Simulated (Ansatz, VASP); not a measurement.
# Al2O3: VASP beside Ansatz

```
Al O
1.0
     2.80990    0.00000    0.00000
    -1.40495    2.43344    0.00000
     0.00000    0.00000    7.51510
Al O
2 3
Direct
  0.00000 0.00000 0.19074
  0.00000 0.00000 0.80926
  0.33333 0.66667 0.28409
  0.66667 0.33333 0.00000
  0.33333 0.66667 0.71591
```

Alike in both runs: task single point; functional PBE; dispersion D3(BJ); k mesh 9 × 9 × 4; occupations gaussian, width 0.05 eV; no spin polarisation.

|  | VASP | Ansatz |
| --- | --- | --- |
| version | VASP 6.6.1 | Ansatz 0.2.0 |
| potentials or method | VASP PAW PBE potentials, release 64 (Al, O), cutoff 520 eV | scalar-relativistic, plane waves, PAW |
| valence electrons in the cell | 24 | 24 |

|  | VASP | Ansatz | Ansatz less VASP |
| --- | --- | --- | --- |
| gap on the k mesh at the Fermi level (eV) | 5.13 | 5.15 | +0.020 |
| least direct gap on the mesh (eV) | 5.28 | 5.30 | +0.018 |
| pressure (GPa) | 5.4 | 5.3 | -0.09 |
| traceless stress, the component that is largest in VASP (GPa) | -12.20 | -11.89 | +0.306 |
| rms of the force components (eV/Å) | 0.270 | 0.286 | +0.0163 |

Atom by atom the forces differ by 0.019 eV/Å (rms over components).
